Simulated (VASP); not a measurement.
Set up this calculation in VASP 6.6.1, as the native input.

```yaml
Task: single point
Functional: LDA
Potentials_or_basis: VASP PAW LDA potentials, release 64 (Sb)
Cutoff: 520 eV
k_mesh: 9 × 6 × 6
Occupations: fermi-dirac, width 0.05 eV
Spin: no spin polarisation
Dipole_correction: no
Further_INCAR_settings: ALGO = Normal; EDIFF = 1e-06; NBANDS = 12
```

The structure of Sb lies in POSCAR:

```
Sb
1.0
    3.0586616250      0.0000000000      0.0000000000
    0.0000000000      4.2587682402      0.0000000000
   -0.0381205934      0.0000000000      4.3159114163
Sb
2
Direct
    0.0113890000      0.2500000000      0.2411660000
    0.9886110000      0.7500000000      0.7588340000
```

One way to write it, as run:

INCAR

```
ALGO = Normal
EDIFF = 1E-6
ENCUT = 520
ISIF = 2
ISMEAR = -1
LASPH = True
LCHARG = True
LELF = True
LREAL = False
LVHAR = True
LWAVE = False
NBANDS = 12
NELM = 60
PREC = Accurate
SIGMA = 0.05
```

KPOINTS

```
k-points
0
Gamma
  9 6 6
```

Potentials or basis: VASP PAW LDA potentials, release 64 (Sb).

The run is started by

```console
$ cat potpaw_LDA.64/Sb/POTCAR > POTCAR
$ mpirun -np 1 vasp_std > vasp.out
```

Results of the run:

```yaml
Pressure: 0.4 GPa
Largest_force: 0.130 eV/Å
Band_gap_on_the_k_mesh: zero (bands 5 and 6 overlap by 8.85 eV)
```

Caveat: spin-orbit coupling is left out, which moves the levels of the heavy elements.

It took 48 s on 1 thread of Intel Xeon 8259CL, on a shared host, peak memory 0.18 GiB.
